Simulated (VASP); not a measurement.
Crystal: S.

```xyz
1
Lattice="-1.8162 1.8162 1.8162 1.8162 -1.8162 1.8162 1.8162 1.8162 -1.8162" Properties=species:S:1:pos:R:3 pbc="T T T"
S     0.0000    0.0000    0.0000
```

* Program: VASP 6.6.1
* Task: relaxation of cell and atoms
* Functional: PBEsol
* Potentials or basis: VASP PAW PBE potentials, release 64 (S)
* Cutoff: 500 eV
* k mesh: 8 × 8 × 8
* Occupations: gaussian, width 0.1 eV
* Spin: no spin polarisation

At the start: pressure -16.8 GPa; volume 23.96 Å³/atom.

Question: How do energy, volume and symmetry change on relaxing?

Answer: Over 4 steps the energy falls by 754.9 meV/atom and the volume is 14.83 Å³/atom (-38.1 %); space group Im-3m (No. 229, to 0.05 Å).

Step by step:
| step | energy change (eV) | largest force (eV/Å) | pressure (GPa) | volume (Å³) |
| --- | --- | --- | --- | --- |
| 1 | 0.0000 | 0.0000 | -16.84 | 23.96 |
| 2 | -0.7187 | 0.0000 | -7.69 | 16.25 |
| 3 | -0.7545 | 0.0000 | -0.87 | 14.98 |
| 4 | -0.7549 | 0.0000 | 0.17 | 14.83 |

Final structure:
```yaml
crystal:
  lattice:
    - [-1.54764, 1.54764, 1.54764]
    - [1.54764, -1.54764, 1.54764]
    - [1.54764, 1.54764, -1.54764]
  atoms:
    - { symbol: S, position: [0.00000, 0.00000, 0.00000] }
```

Caveat: the volume moved by over 15 % at a fixed basis, so the end points are rough; the PAW data sets were made with another functional, which shifts forces and pressure a little.
